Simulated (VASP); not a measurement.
# Co (P6_3/mmc) in VASP: single point with LDA

Aim: the single point of Co with LDA.

Everything below comes from runs of VASP 6.6.1. Logs are shortened: lines on timing, memory, paths and dates and some standing lists are left out, and cuts for length are marked.

### 1 The cell of the first run

It takes space group P6_3/mmc (No. 194, hexagonal). Conventional cell: a = 2.519 Å, b = 2.519 Å, c = 4.091 Å, α = 90.00°, β = 90.00°, γ = 120.00°. Within 3.3 Å of Co (site symmetry -6m2) lie 12 Co at 2.51 to 2.52 Å.

### 2 Single point, LDA, collinear spin, ferromagnetic start

Contents of INCAR:

```
PREC     = Accurate       # precision mode
ENCUT    = 600            # plane-wave cutoff, eV
EDIFF    = 1E-6           # SCF threshold, eV
ISMEAR   = 0              # smearing method
SIGMA    = 0.1            # smearing width, eV
LREAL    = F              # projectors in reciprocal space
LASPH    = T              # aspherical terms in the spheres
NELM     = 200            # most SCF steps
ALGO     = Normal         # electronic algorithm
ISIF     = 2              # what is computed and relaxed
LWAVE    = F              # write WAVECAR
LCHARG   = F              # write CHGCAR
ISPIN    = 2              # spin polarisation
MAGMOM   = 3 3            # initial moments
LORBIT   = 11             # projections on sites
LMAXMIX  = 4              # l up to which the mixer works
NBANDS   = 28             # bands
GGA_COMPAT= F
```

Contents of KPOINTS:

```
regular mesh
0
Gamma
  9 9 4
```

Contents of POSCAR:

```
Co
1.0
    2.5190008694      0.0000000000      0.0000000000
   -1.2595004347      2.1815187451      0.0000000000
    0.0000000000      0.0000000000      4.0910000000
Co
2
Direct
    0.3333333333      0.6666666667      0.2500000000
    0.6666666667      0.3333333333      0.7500000000
```

Potentials or basis: VASP PAW LDA potentials, release 64 (Co_sv).

Started as:

```
$ cat potpaw_LDA.64/Co_sv/POTCAR > POTCAR
$ mpirun -np 1 vasp_std > vasp.out
```

OUTCAR:

```text
PREC = Accurate
   ENCUT = 600
   EDIFF = 1E-6
   ISMEAR = 0
   LREAL = F
   LASPH = T
   NELM = 200
   ISIF = 2
   ISPIN = 2
   LORBIT = 11

 ion  position               nearest neighbor table
   1  0.333  0.667  0.250-   2 2.51   2 2.51   2 2.51   2 2.51   2 2.51   2 2.51
   2  0.667  0.333  0.750-   1 2.51   1 2.51   1 2.51   1 2.51   1 2.51   1 2.51

  LATTYP: Found a hexagonal cell.
 ALAT       =     2.5190008694
 C/A-ratio  =     1.6240566050

  Lattice vectors:

 A1 = (   2.5190008694,   0.0000000000,   0.0000000000)
 A2 = (  -1.2595004347,   2.1815187451,   0.0000000000)
 A3 = (   0.0000000000,   0.0000000000,   4.0910000000)

Analysis of symmetry for initial positions (statically):
=====================================================================
 Subroutine PRICEL returns:
 Original cell was already a primitive cell.

 Routine SETGRP: Setting up the symmetry group for a
 hexagonal supercell.

 Subroutine GETGRP returns: Found 24 space group operations
 (whereof 12 operations were pure point group operations)
 out of a pool of 24 trial point group operations.

The static configuration has the point symmetry D_3d.
 The point group associated with its full space group is D_6h.

Analysis of symmetry for dynamics (positions and initial velocities):
=====================================================================
 Subroutine PRICEL returns:
 Original cell was already a primitive cell.

 Routine SETGRP: Setting up the symmetry group for a
 hexagonal supercell.

 Subroutine GETGRP returns: Found 24 space group operations
 (whereof 12 operations were pure point group operations)
 out of a pool of 24 trial point group operations.

The dynamic configuration has the point symmetry D_3d.
 The point group associated with its full space group is D_6h.

Analysis of structural, dynamic, and magnetic symmetry:
=====================================================================
 Subroutine PRICEL returns:
 Original cell was already a primitive cell.

 Routine SETGRP: Setting up the symmetry group for a
 hexagonal supercell.

 Subroutine GETGRP returns: Found 24 space group operations
 (whereof 12 operations were pure point group operations)
 out of a pool of 24 trial point group operations.

The overall configuration has the point symmetry D_3d.
 The point group associated with its full space group is D_6h.

 Subroutine INISYM returns: Found 24 space group operations
 (whereof 12 operations are pure point group operations),
 and found     1 'primitive' translations

[... 111 lines left out ...]
   IALGO  =     38    algorithm
   IMIX   =      4    mixing-type and parameters
     AMIX     =   0.40;   BMIX     =  1.00
     AMIX_MAG =   1.60;   BMIX_MAG =  1.00
  volume/ion in A,a.u.               =      11.24        75.85
  Fermi-wavevector in a.u.,A,eV,Ry     =   1.879153  3.551085 48.045128  3.531217
  Thomas-Fermi vector in A             =   2.923042
   LORBIT       =     11    0 simple, 1 ext, 2 COOP (PROOUT), +10 PAW based schemes
   GGA     = CA    functional components
   LHFCALC =     F    Hartree Fock is set to
   AEXX    =    0.0000 exact exchange contribution
   IVDW    =     0    specifies the selected vdW correction
   LEPSILON=     F    determine dielectric tensor
   LRPA    =     F    only Hartree local field effects (RPA)
 spin polarized calculation
 Gauss-broadening in eV      SIGMA  =   0.10
  energy-cutoff  :      600.00
  volume of cell :       22.48
 maximum number of plane-waves:       768
 NGX is ok and might be reduce to    20
   NGX =  9   NGY =  9   NGZ = 17

 number of electron      34.0000054 magnetization       3.0682866

 Free energy of the ion-electron system (eV)
  ---------------------------------------------------
  ext. energy  EPLUGINS =         0.00000000
  ---------------------------------------------------
  free energy    TOTEN  =       -16.13421471 eV

  energy without entropy =      -16.12469109  energy(sigma->0) =      -16.12945290

 E-fermi :  11.0033     XC(G=0): -14.0903

 val. band max:       10.9775355336   @ k =   0.1111   0.1111   0.0000
 cond. band min:      11.0580315513   @ k =   0.2222   0.0000   0.0000
 fundamental gap:      0.0804960177
 Fermi energy:        11.0033103108

 spin component 1

 k-point     1 :       0.0000    0.0000    0.0000
  band No.  band energies     occupation
      1     -83.8107      1.00000
      2     -83.7602      1.00000
      3     -47.7586      1.00000
      4     -47.4892      1.00000
      5     -47.4892      1.00000
      6     -47.4603      1.00000
[... 733 lines left out ...]
     27      29.6068      0.00000
     28      39.8523      0.00000

 [... further k-points ...]

 spin component 2

 k-point     1 :       0.0000    0.0000    0.0000
  band No.  band energies     occupation
      1     -82.0149      1.00000
      2     -81.9610      1.00000
      3     -46.0218      1.00000
      4     -45.7535      1.00000
      5     -45.7535      1.00000
      6     -45.7074      1.00000
[... 733 lines left out ...]
     27      29.9981      0.00000
     28      40.0531      0.00000

 [... further k-points ...]
[... 5 lines left out ...]
  --------------------------------------------------------------------------------------
  -------------------------------------------------------------------------------------
  Total       -3.9020125     -3.9020125     -4.0333611      0.0000000      0.0000000      0.0000000
  in kB     -278.0881560   -278.0881560   -287.4490920      0.0000000      0.0000000      0.0000000
  external PRESSURE =    -281.2084680 kB  Pullay stress =       0.0000000 kB

 VOLUME and BASIS-vectors are now :
 -----------------------------------------------------------------------------
  energy-cutoff  :      600.00
  volume of cell :       22.48
      direct lattice vectors                 reciprocal lattice vectors
     2.519000869  0.000000000  0.000000000     0.396982793  0.229198122  0.000000000
    -1.259500435  2.181518745  0.000000000     0.000000000  0.458396244  0.000000000
     0.000000000  0.000000000  4.091000000     0.000000000  0.000000000  0.244439012

 POSITION                                       TOTAL-FORCE (eV/Angst)
 -----------------------------------------------------------------------------------
     -0.00000      1.45435      1.02275         0.000000     -0.000000      0.000000
      1.25950      0.72717      3.06825        -0.000000      0.000000      0.000000
 -----------------------------------------------------------------------------------
    total drift:                               -0.000000      0.000000     -0.000000

  FREE ENERGIE OF THE ION-ELECTRON SYSTEM (eV)
  ---------------------------------------------------
  free  energy   TOTEN  =       -16.1342147113 eV

  energy  without entropy=      -16.1246910900  energy(sigma->0) =      -16.12945290

 total charge

# of ion       s       p       d       tot
------------------------------------------
    1        2.240   6.105   6.700  15.045
    2        2.240   6.105   6.700  15.045
--------------------------------------------------
tot          4.479  12.210  13.399  30.089

 magnetization (x)

# of ion       s       p       d       tot
------------------------------------------
    1       -0.005  -0.010   1.584   1.570
    2       -0.005  -0.010   1.584   1.570
--------------------------------------------------
tot         -0.010  -0.019   3.169   3.139
```

stdout:

```text
POSCAR found type information on POSCAR Co
 POSCAR found :  1 types and       2 ions
 scaLAPACK will be used
 LDA part: xc-table for (Slater(with rela. corr.)+CA(PZ))
 , standard interpolation
 POSCAR, INCAR and KPOINTS ok, starting setup
 FFT: planning ... GRIDC
 FFT: planning ... GRID_SOFT
 FFT: planning ... GRID
 WAVECAR not read
 entering main loop
```

Run time: 55 s. Hardware: 1 thread of Intel Xeon Platinum 8488C (Sapphire Rapids), shared host; peak memory 0.15 GiB.

Results:

```yaml
Free_energy: -16.1342 eV
Pressure: -28.1 GPa
Net_moment: 3.07 μB per cell
Site_moments: Co +1.57 μB
Valence_electrons_inside_the_program's_atomic_spheres: Co 15.04
```

Stress tensor (GPa, compression positive):
```
-27.81   0.00   0.00
  0.00 -27.81   0.00
  0.00   0.00 -28.74
```

Levels at points of the mesh, in eV from the Fermi level:
Spin up:
| k point | band 16 | band 17 | band 18 | band 19 | band 20 | band 21 |
| --- | --- | --- | --- | --- | --- | --- |
| (0.00, 0.00, 0.00) | -1.72 | -1.72 | -0.67 | -0.67 | -0.18 | 6.04 |
| (0.00, 0.00, 0.50) | -2.44 | -0.97 | -0.97 | -0.97 | -0.97 | 14.45 |
Spin down:
| k point | band 14 | band 15 | band 16 | band 17 | band 18 | band 19 |
| --- | --- | --- | --- | --- | --- | --- |
| (0.00, 0.00, 0.00) | -0.63 | -0.63 | -0.20 | -0.20 | -0.04 | 0.95 |
| (0.00, 0.00, 0.50) | -1.03 | -1.03 | -1.03 | 0.62 | 0.62 | 0.62 |

Caveat: the k points lie up to 0.38 Å⁻¹ apart.
